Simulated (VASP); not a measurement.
PbS: relaxation of cell and atoms with PBE

PbS:

```
Pb S
1.0
     0.00000    2.66162    2.66162
     2.66162    0.00000    2.66162
     2.66162    2.66162    0.00000
Pb S
1 1
Direct
  0.00000 0.00000 0.00000
  0.50000 0.50000 0.50000
```

```
Program                : VASP 6.6.1
Task                   : relaxation of cell and atoms
Functional             : PBE
Potentials or basis    : VASP PAW PBE potentials, release 64 (Pb_d, S)
Cutoff                 : 600 eV
k mesh                 : 8 × 8 × 8
Occupations            : fermi-dirac, width 0.02 eV
Spin                   : no spin polarisation
Dipole correction      : no
Further INCAR settings : ALGO = Normal; EDIFF = 1e-06; IBRION = 2; EDIFFG = -0.005; NSW = 80; ISIF = 3
```

```json
{
  "Relaxed volume": "27.08 Å³/atom",
  "Relaxed cell": "a = 4.247 Å, b = 4.247 Å, c = 4.247 Å, α = 60.00°, β = 60.00°, γ = 60.00°",
  "Space group after relaxing (to 0.05 Å)": "Fm-3m (No. 225)",
  "Energy gained by relaxing": "764.2 meV/atom",
  "Ionic steps": "3",
  "Pressure after relaxing": "0.0 GPa",
  "Band gap on the k mesh": "0.49 eV, direct"
}
```

Step by step:
```csv
step,energy change (eV),largest force (eV/Å),pressure (GPa),volume (Å³)
1,0.0000,0.0000,40.81,37.71
2,-1.0269,0.0000,-7.80,70.47
3,-1.5284,0.0000,0.03,54.17
```

Final structure:
```xyz
2
Lattice="0.0000 3.0031 3.0031 3.0031 0.0000 3.0031 3.0031 3.0031 0.0000" Properties=species:S:1:pos:R:3 pbc="T T T"
Pb    0.0000    0.0000    0.0000
S     3.0031    3.0031    3.0031
```

Levels at points of the mesh, in eV from the valence-band top:
```tsv
k point	band 8	band 9	band 10	band 11	band 12	band 13
(0.00, 0.00, 0.00)	-1.95	-1.95	-1.95	5.14	5.14	5.14
(0.50, 0.00, 0.00)	-1.59	-1.59	0.00	0.49	2.08	2.08
(0.50, 0.50, 0.00)	-4.84	-3.16	-3.16	4.06	5.49	5.58
```

Run time: 51 s on 1 thread of Intel Xeon 6455B (shared host), peak memory 0.18 GiB.

Caveat: the volume moved by over 15 % at a fixed basis, so the end points are rough; spin-orbit coupling is left out, which moves the levels of the heavy elements. A k mesh can miss the band edges.
